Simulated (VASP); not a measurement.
Set up this calculation in VASP 6.6.1, as the native input.

```
Task                   : single point
Functional             : PBEsol
Potentials or basis    : VASP PAW PBE potentials, release 64 (Al, N)
Cutoff                 : 520 eV
k mesh                 : 9 × 9 × 6
Occupations            : gaussian, width 0.05 eV
Spin                   : no spin polarisation
Dipole correction      : no
Further INCAR settings : ALGO = Normal; EDIFF = 1e-07; NBANDS = 16
```

The structure of AlN lies in POSCAR:

```
AlN
1.0
    3.2612297092      0.0000000000      0.0000000000
   -1.6306148546      2.8243077757      0.0000000000
    0.0000000000      0.0000000000      3.8355322610
Al N
2 2
Direct
    0.3333333333      0.6666666667      0.7500000000
    0.6666666667      0.3333333333      0.2500000000
    0.3333333333      0.6666666667      0.2500000000
    0.6666666667      0.3333333333      0.7500000000
```

This cell differs from its parent crystal: volume 8.832 Å^3 an atom, c/a of the conventional cell 1.1761.

The input as run:

INCAR

```
PREC = Accurate
ENCUT = 520
EDIFF = 1E-7
ISMEAR = 0
SIGMA = 0.05
LREAL = F
LASPH = T
NELM = 60
ALGO = Normal
ISIF = 2
LWAVE = F
LCHARG = F
GGA = PS
NBANDS = 16
```

KPOINTS

```
Automatic mesh
0
Gamma
  9 9 6
```

Potentials or basis: VASP PAW PBE potentials, release 64 (Al, N).

Command:

```console
$ cat potpaw_PBE.64/Al/POTCAR potpaw_PBE.64/N/POTCAR > POTCAR
$ mpirun -np 1 vasp_std > vasp.out
```

It gave:

- Pressure: 26.8 GPa
- Band gap on the k mesh: 4.15 eV, direct

Caveat: the PAW data sets were made with another functional, which shifts forces and pressure a little.

It used 18 s of CPU time on 1 thread of AMD EPYC 7R13 Processor (Zen 3) (shared host).
